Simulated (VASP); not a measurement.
A run of VASP 6.6.1 is set up as follows.

File INCAR:

```
SYSTEM = Sc
  PREC = Accurate
  ENCUT = 520
  EDIFF = 1E-6
  ISMEAR = 0
  SIGMA = 0.1
  LREAL = .FALSE.
  LASPH = .TRUE.
  NELM = 60
  ALGO = Fast
  ISIF = 2
  LWAVE = .FALSE.
  LCHARG = .FALSE.
  GGA = RP
  NBANDS = 18
```

KPOINTS

```
Automatic mesh
0
G
  12 12 8
  0 0 0
```

Contents of POSCAR:

```
Sc
1.0
    3.3581987970      0.0000000029      0.0000000000
   -1.6790994010      2.9082854677      0.0000000000
    0.0000000000      0.0000000000      5.2413987617
Sc
2
Direct
    0.3333333333      0.6666666667      0.2500000000
    0.6666666667      0.3333333333      0.7500000000
```

Potentials or basis: VASP PAW PBE potentials, release 64 (Sc_sv).

Command:

```console
$ cat potpaw_PBE.64/Sc_sv/POTCAR > POTCAR
$ mpirun -np 1 vasp_std > vasp.out
```

(1) What does it give for the pressure?

(2) Predict the band gap on the k mesh.

## Answers

(1) 0.0 GPa.

(2) zero (band 11 reaches 4.53 eV, above the bottom of band 12 at 3.12 eV).

Caveat: the PAW data sets were made with another functional, which shifts forces and pressure a little.
